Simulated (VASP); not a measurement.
# Pt (Fm-3m) in VASP: further runs, part 2 of 2

VASP 6.6.1. The steps go on from the part before.

### Step 6. Single point, LDA

This run uses another cell than the first one, of 15.01 Å³/atom, 1.017 times its volume.

INCAR reads:

```
PREC = Accurate
ENCUT = 500
EDIFF = 1E-6
ISMEAR = 0
SIGMA = 0.1
LREAL = F
LASPH = T
NELM = 120
ALGO = Normal
ISIF = 2
LWAVE = F
LCHARG = F
GGA = CA
NBANDS = 11
GGA_COMPAT = F
```

KPOINTS reads:

```
Automatic mesh
0
Gamma
  8 8 8
```

POSCAR reads:

```
Pt
1.0
    0.0000000000      1.9579000000      1.9579000000
    1.9579000000      0.0000000000      1.9579000000
    1.9579000000      1.9579000000      0.0000000000
Pt
1
Direct
    0.0000000000      0.0000000000      0.0000000000
```

Potentials or basis: VASP PAW LDA potentials, release 64 (Pt).

Run with:

```bash
cat potpaw_LDA.64/Pt/POTCAR > POTCAR
mpirun -np 1 vasp_std > vasp.out
```

OUTCAR:

```text
PREC = Accurate
   ENCUT = 500
   EDIFF = 1E-6
   ISMEAR = 0
   LREAL = F
   LASPH = T
   NELM = 120
   ISIF = 2
   GGA = CA

 ion  position               nearest neighbor table
   1  0.000  0.000  0.000-

  LATTYP: Found a face centered cubic cell.
 ALAT       =     3.9158000000

  Lattice vectors:

 A1 = (   0.0000000000,   1.9579000000,   1.9579000000)
 A2 = (   1.9579000000,   0.0000000000,   1.9579000000)
 A3 = (   1.9579000000,   1.9579000000,   0.0000000000)

Analysis of symmetry for initial positions (statically):
=====================================================================
 Subroutine PRICEL returns:
 Original cell was already a primitive cell.

 Routine SETGRP: Setting up the symmetry group for a
 face centered cubic supercell.

 Subroutine GETGRP returns: Found 48 space group operations
 (whereof 48 operations were pure point group operations)
 out of a pool of 48 trial point group operations.

The static configuration has the point symmetry O_h .

Analysis of symmetry for dynamics (positions and initial velocities):
[... 164 lines left out ...]
 k-point     1 :       0.0000    0.0000    0.0000
  band No.  band energies     occupation
      1       0.9339      2.00000
      2       7.3556      2.00000
      3       7.3556      2.00000
      4       7.3556      2.00000
      5       9.5587      2.00000
      6       9.5587      2.00000
      7      25.8462      0.00000
      8      30.7909      0.00000
      9      30.7909      0.00000
     10      30.7909      0.00000
     11      36.2698      0.00000
[... 309 lines left out ...]
 k-point    24 :      -0.3750    0.2500    0.1250
  band No.  band energies     occupation
      1       5.0953      2.00000
      2       6.3390      2.00000
      3       7.7177      2.00000
      4       8.4840      2.00000
      5      11.0007      1.97930
      6      15.6594      0.00000
      7      16.7362      0.00000
      8      25.9676      0.00000
      9      26.3460      0.00000
     10      30.3651      0.00000
     11      37.4559      0.00000

 [... further k-points ...]

------------------------ aborting loop because EDIFF is reached ----------------------------------------

  FORCE on cell =-STRESS in cart. coord.  units (eV):
  Direction    XX          YY          ZZ          XY          YZ          ZX
  --------------------------------------------------------------------------------------
  -------------------------------------------------------------------------------------
  Total       -0.4579808     -0.4579808     -0.4579808     -0.0000000      0.0000000      0.0000000
  in kB      -48.8828334    -48.8828334    -48.8828334     -0.0000000      0.0000000      0.0000000
  external PRESSURE =     -48.8828334 kB  Pullay stress =       0.0000000 kB

 VOLUME and BASIS-vectors are now :
 -----------------------------------------------------------------------------
  energy-cutoff  :      500.00
  volume of cell :       15.01
      direct lattice vectors                 reciprocal lattice vectors
     0.000000000  1.957900000  1.957900000    -0.255375658  0.255375658  0.255375658
     1.957900000  0.000000000  1.957900000     0.255375658 -0.255375658  0.255375658
     1.957900000  1.957900000  0.000000000     0.255375658  0.255375658 -0.255375658

 POSITION                                       TOTAL-FORCE (eV/Angst)
 -----------------------------------------------------------------------------------
      0.00000      0.00000      0.00000         0.000000     -0.000000     -0.000000
 -----------------------------------------------------------------------------------
    total drift:                                0.000000     -0.000000     -0.000000

  FREE ENERGIE OF THE ION-ELECTRON SYSTEM (eV)
  ---------------------------------------------------
  free  energy   TOTEN  =        -7.4943029831 eV

  energy  without entropy=       -7.4853867255  energy(sigma->0) =       -7.48984485
```

OSZICAR:

```text
N       E                     dE             d eps       ncg     rms          rms(c)
DAV:   1     0.368397513925E+02    0.36840E+02   -0.51562E+03   646   0.809E+02
DAV:   2    -0.736947030553E+01   -0.44209E+02   -0.42450E+02   734   0.175E+02
DAV:   3    -0.795077944971E+01   -0.58131E+00   -0.57937E+00   722   0.189E+01
DAV:   4    -0.795297813361E+01   -0.21987E-02   -0.21986E-02   745   0.138E+00
DAV:   5    -0.795299484436E+01   -0.16711E-04   -0.16711E-04   755   0.110E-01    0.133E+01
DAV:   6    -0.754690524660E+01    0.40609E+00   -0.91262E-01   671   0.761E+00    0.680E+00
DAV:   7    -0.749912583054E+01    0.47779E-01   -0.15599E-01   746   0.304E+00    0.253E+00
DAV:   8    -0.749453914685E+01    0.45867E-02   -0.56695E-03   692   0.719E-01    0.642E-01
DAV:   9    -0.749429929371E+01    0.23985E-03   -0.11801E-04   698   0.105E-01    0.224E-02
DAV:  10    -0.749430287396E+01   -0.35803E-05   -0.23569E-06   763   0.106E-02    0.312E-03
DAV:  11    -0.749430298306E+01   -0.10910E-06   -0.54571E-08   394   0.204E-03
   1 F= -.74943030E+01 E0= -.74898449E+01  d E =-.891626E-02
```

stdout:

```text
POSCAR found type information on POSCAR Pt
 POSCAR found :  1 types and       1 ions
 scaLAPACK will be used
 LDA part: xc-table for (Slater(with rela. corr.)+CA(PZ))
 , standard interpolation
 POSCAR, INCAR and KPOINTS ok, starting setup
 FFT: planning ... GRIDC
 FFT: planning ... GRID_SOFT
 FFT: planning ... GRID
 WAVECAR not read
 entering main loop
```

Run time: 8.9 s. Hardware: 1 thread of Intel Xeon 8259CL, shared host; peak memory 0.12 GiB.

What came out:

```
Free energy            : -7.4943 eV
Pressure               : -4.9 GPa
Band gap on the k mesh : zero (band 5 reaches 11.69 eV, above the bottom of band 6 at 9.46 eV)
```

Caveat: spin-orbit coupling is left out, which moves the levels of the heavy elements.

### Step 7. Summary

```csv
task,cell,k mesh,cutoff (eV),smearing,gap on the mesh (eV),pressure (GPa)
single point,"a = 2.753 Å, angles 60.0°, 1 atom",18 × 18 × 18,520,gaussian 0.1 eV,none,0.8
single point,"a = 2.753 Å, angles 60.0°, 1 atom",20 × 20 × 20,520,gaussian 0.15 eV,none,0.9
single point,"a = 2.753 Å, angles 60.0°, 1 atom",22 × 22 × 22,520,gaussian 0.15 eV,none,0.9
relaxation of cell and atoms,"relaxed from a = 2.769 Å, angles 60.0°, 1 atom",18 × 18 × 18,600,gaussian 0.1 eV,none,0.0
single point,"a = 2.769 Å, angles 60.0°, 1 atom",8 × 8 × 8,500,gaussian 0.1 eV,none,-4.9
```

Alike in all rows: level LDA; potentials or basis VASP PAW LDA potentials, release 64 (Pt); no spin polarisation.

Every run on the cell as given and a fine mesh finds a metal.

Caveats: spin-orbit coupling is left out, which moves the levels of the heavy elements.

Total energies depend on the potentials used, so only differences within one code and one set of settings carry meaning.
